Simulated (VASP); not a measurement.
Input of a VASP 6.6.1 run:

File INCAR:

```
  ALGO = Normal
  EDIFF = 1E-7
  EDIFFG = -0.005
  ENCUT = 500
  GGA_COMPAT = F
  IBRION = 2
  ISIF = 3
  ISMEAR = -1
  LASPH = T
  LCHARG = F
  LREAL = F
  LWAVE = F
  NELM = 120
  NELMIN = 4
  NSW = 32
  PREC = Accurate
  PSTRESS = 2800.0
  SIGMA = 0.05
```

The input KPOINTS:

```
k-points
0
Gamma
  19 19 19
```

File POSCAR:

```
Ag
1.0
    0.0000000000      1.6901283322      1.6901283322
    1.6901283322      0.0000000000      1.6901283322
    1.6901283322      1.6901283322      0.0000000000
Ag
1
Direct
    0.0000000000      0.0000000000      0.0000000000
```

Potentials or basis: VASP PAW LDA potentials, release 64 (Ag).

Command:

```sh
$ cat potpaw_LDA.64/Ag/POTCAR > POTCAR
$ mpirun -np 1 vasp_std > vasp.out
```

Predict the space group after relaxing (to 0.1 Å).

Fm-3m (No. 225).

Predict the relaxed cell.

a = 2.392 Å, b = 2.392 Å, c = 2.392 Å, α = 60.00°, β = 60.00°, γ = 60.00°.

Final structure:
```xyz
1
Lattice="0.0000 1.6911 1.6911 1.6911 0.0000 1.6911 1.6911 1.6911 0.0000" Properties=species:S:1:pos:R:3 pbc="T T T"
Ag    0.0000    0.0000    0.0000
```
